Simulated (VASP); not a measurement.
Set up this calculation in VASP 6.6.1, as the native input.

* Task: single point
* Functional: PBEsol
* Potentials or basis: VASP PAW PBE potentials, release 64 (Cu)
* Cutoff: 520 eV
* k mesh: 24 × 24 × 12
* Occupations: gaussian, width 0.1 eV
* Spin: no spin polarisation
* Dipole correction: no
* Further INCAR settings: ALGO = Fast; EDIFF = 1e-06; NBANDS = 18

The structure of Cu lies in POSCAR:

```
Cu
1.0
    2.4197673842      0.0000000000      0.0000000000
   -1.2098836921      2.0955800260      0.0000000000
    0.0000000000      0.0000000000      4.2369396809
Cu
2
Direct
    0.3333333333      0.6666666667      0.2500000000
    0.6666666667      0.3333333333      0.7500000000
```

This isn't the form of Cu at room conditions, which is fcc.

This cell differs from its parent crystal: biaxial strain in the a-b plane: -4.0 %, then relaxed in part.

The input as run:

INCAR

```
SYSTEM = Cu
PREC     = Accurate       ! precision mode
ENCUT    = 520            ! plane-wave cutoff, eV
EDIFF    = 1E-6           ! SCF threshold, eV
ISMEAR   = 0              ! smearing method
SIGMA    = 0.1            ! smearing width, eV
LREAL    = .FALSE.        ! projectors in reciprocal space
LASPH    = .TRUE.         ! aspherical terms in the spheres
NELM     = 60             ! most SCF steps
ALGO     = Fast           ! electronic algorithm
ISIF     = 2              ! what is computed and relaxed
LWAVE    = .FALSE.        ! write WAVECAR
LCHARG   = .FALSE.        ! write CHGCAR
GGA      = PS             ! functional
NBANDS   = 18             ! bands
```

KPOINTS

```
regular mesh
0
G
  24 24 12
  0 0 0
```

Potentials or basis: VASP PAW PBE potentials, release 64 (Cu).

The run is started by

```sh
$ cat potpaw_PBE.64/Cu/POTCAR > POTCAR
$ mpirun -np 1 vasp_std > vasp.out
```

It gave:

```
Pressure               : 12.4 GPa
Band gap on the k mesh : zero (bands 11 and 12 overlap by 6.73 eV)
```

Caveat: the cell differs from its parent crystal (biaxial strain in the a-b plane: -4.0 %, then relaxed in part); the cell stands under pressure; the PAW data sets were made with another functional, which shifts forces and pressure a little.

It took 3.1 min on 1 thread of Intel Xeon 8259CL, with other jobs on the host, peak memory 0.24 GiB.
